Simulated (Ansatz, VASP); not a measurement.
One calculation of TaAl2ZnN4, two programs

The input INCAR:

```
ALGO = Normal
EDIFF = 1E-6
ENCUT = 520
GGA = PE
ISIF = 2
ISMEAR = 0
ISPIN = 2
LASPH = T
LCHARG = F
LMAXMIX = 4
LORBIT = 11
LREAL = F
LWAVE = F
MAGMOM = 1 0 0 0 0 0 0 0
NBANDS = 38
NELM = 150
PREC = Accurate
SIGMA = 0.1
```

The input KPOINTS:

```
k-points
0
Gamma
  4 4 4
```

Contents of POSCAR:

```
TaAl2ZnN4
1.0
    4.0615612000      0.0000000000      0.0000000000
    0.0000000000      4.0615612000      0.0000000000
    0.0000000000      0.0000000000      5.1534589500
Ta Al Zn N
1 2 1 4
Direct
    0.5000000000      0.5000000000      0.0000000000
    0.0000000000      0.0000000000      0.7500000000
    0.0000000000      0.0000000000      0.2500000000
    0.5000000000      0.5000000000      0.5000000000
    0.5000000000      0.0000000000      0.7500000000
    0.0000000000      0.5000000000      0.7500000000
    0.5000000000      0.0000000000      0.2500000000
    0.0000000000      0.5000000000      0.2500000000
```

Input for Ansatz:

```yaml
crystal:
  lattice:
    - [4.0615612, 0.0, 0.0]
    - [0.0, 4.0615612, 0.0]
    - [0.0, 0.0, 5.15345895]
  atoms:
    - { symbol: Ta, position: [0.5, 0.5, 0.0], spin: 1.0 }
    - { symbol: Al, position: [0.0, 0.0, 0.75] }
    - { symbol: Al, position: [0.0, 0.0, 0.25] }
    - { symbol: Zn, position: [0.5, 0.5, 0.5] }
    - { symbol: "N", position: [0.5, 0.0, 0.75] }
    - { symbol: "N", position: [0.0, 0.5, 0.75] }
    - { symbol: "N", position: [0.5, 0.0, 0.25] }
    - { symbol: "N", position: [0.0, 0.5, 0.25] }
basis:
  ecutwfc: 420
kpoints:
  mp_grid: { grid: [4, 4, 4] }
hamiltonian:
  xc: pbe
scf:
  occupations: { method: gaussian, width: 0.1 }
  lower_state_search: "off"
output:
  forces: true
  stress: true
  eigenvalues: true
  populations: true
magnetization:
  spin_polarized: true
```

Alike in both runs: task single point; functional PBE; k mesh 4 × 4 × 4; occupations gaussian, width 0.1 eV; collinear spin.

|  | VASP | Ansatz |
| --- | --- | --- |
| version | VASP 6.6.1 | Ansatz 0.2.0 |
| potentials or method | VASP PAW PBE potentials, release 64 (Ta_pv, Al, Zn, N), cutoff 520 eV | scalar-relativistic, plane waves, PAW |
| valence electrons in the cell | 49 | 51 |

|  | VASP | Ansatz | Ansatz less VASP |
| --- | --- | --- | --- |
| gap on the k mesh at the Fermi level (eV) | none | none | - |
| pressure (GPa) | -8.5 | -8.7 | -0.16 |
| traceless stress, the component that is largest in VASP (GPa) | 44.08 | 44.13 | +0.045 |
| rms of the force components (eV/Å) | 0.485 | 0.486 | +0.0004 |
| net moment per atom (μB) | 0.00 | 0.00 | 0.000 |

Atom by atom the forces differ by 0.001 eV/Å (rms over components). A gap of «none» marks a metal or a gap that the smearing closes. VASP's potentials hold 49 valence electrons a cell and Ansatz's 51, so a difference there can come from the potentials and not from the codes. Ansatz's warnings: seeded moment not kept.

The k mesh is coarse, so the values compare programs but aren't converged. Spin-orbit coupling is off throughout.
